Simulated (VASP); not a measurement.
Input of a VASP 6.6.1 run:

The input INCAR:

```
PREC = Accurate ; ENCUT = 600
EDIFF = 1E-6 ; ISMEAR = 0
SIGMA = 0.02 ; LREAL = Auto
LASPH = T ; NELM = 80
ALGO = Normal ; ISIF = 3
LWAVE = F ; LCHARG = F
GGA = PS ; IBRION = 2
NSW = 100 ; EDIFFG = -0.005
```

Contents of KPOINTS:

```
regular mesh
0
Gamma
  6 6 6
```

POSCAR

```
Si15Ge
1.0
    0.0000000000      5.4415387500      5.4415387500
    5.4415387500      0.0000000000      5.4415387500
    5.4415387500      5.4415387500      0.0000000000
Ge Si
1 15
Direct
    0.3750000000      0.3750000000      0.3750000000
    0.3750000000      0.3750000000      0.8750000000
    0.3750000000      0.8750000000      0.3750000000
    0.3750000000      0.8750000000      0.8750000000
    0.8750000000      0.3750000000      0.3750000000
    0.8750000000      0.3750000000      0.8750000000
    0.8750000000      0.8750000000      0.3750000000
    0.8750000000      0.8750000000      0.8750000000
    0.2500000000      0.2500000000      0.2500000000
    0.2500000000      0.2500000000      0.7500000000
    0.2500000000      0.7500000000      0.2500000000
    0.2500000000      0.7500000000      0.7500000000
    0.7500000000      0.2500000000      0.2500000000
    0.7500000000      0.2500000000      0.7500000000
    0.7500000000      0.7500000000      0.2500000000
    0.7500000000      0.7500000000      0.7500000000
```

Potentials or basis: VASP PAW PBE potentials, release 64 (Ge_d, Si).

Launch:

```console
$ cat potpaw_PBE.64/Ge_d/POTCAR potpaw_PBE.64/Si/POTCAR > POTCAR
$ mpirun -np 1 vasp_std > vasp.out
```

Problem. Estimate the band gap on the k mesh.

Solution. 0.41 eV.

Problem. What does it give for the relaxed volume?

Solution. 20.20 Å³/atom.

Problem. What does it give for the relaxed cell?

Solution. a = 7.704 Å, b = 7.704 Å, c = 7.704 Å, α = 60.00°, β = 60.00°, γ = 60.00°.

Final structure:
```cif
data_structure
_symmetry_space_group_name_H-M 'P 1'
_symmetry_Int_Tables_number 1
_cell_length_a 7.7036
_cell_length_b 7.7036
_cell_length_c 7.7036
_cell_angle_alpha 60.000
_cell_angle_beta 60.000
_cell_angle_gamma 60.000
_cell_volume 323.27
loop_
_atom_site_label
_atom_site_type_symbol
_atom_site_fract_x
_atom_site_fract_y
_atom_site_fract_z
_atom_site_occupancy
Ge1 Ge 0.37500 0.37500 0.37500 1
Si1 Si 0.37499 0.37499 0.87501 1
Si2 Si 0.37499 0.87501 0.37499 1
Si3 Si 0.37499 0.87501 0.87501 1
Si4 Si 0.87501 0.37499 0.37499 1
Si5 Si 0.87501 0.37499 0.87501 1
Si6 Si 0.87501 0.87501 0.37499 1
Si7 Si 0.87500 0.87500 0.87500 1
Si8 Si 0.24868 0.24868 0.24868 1
Si9 Si 0.24868 0.24868 0.75395 1
Si10 Si 0.24868 0.75395 0.24868 1
Si11 Si 0.24987 0.75004 0.75004 1
Si12 Si 0.75395 0.24868 0.24868 1
Si13 Si 0.75004 0.24987 0.75004 1
Si14 Si 0.75004 0.75004 0.24987 1
Si15 Si 0.75004 0.75004 0.75004 1
```

Caveat: the PAW data sets were made with another functional, which shifts forces and pressure a little. A k mesh can miss the band edges.
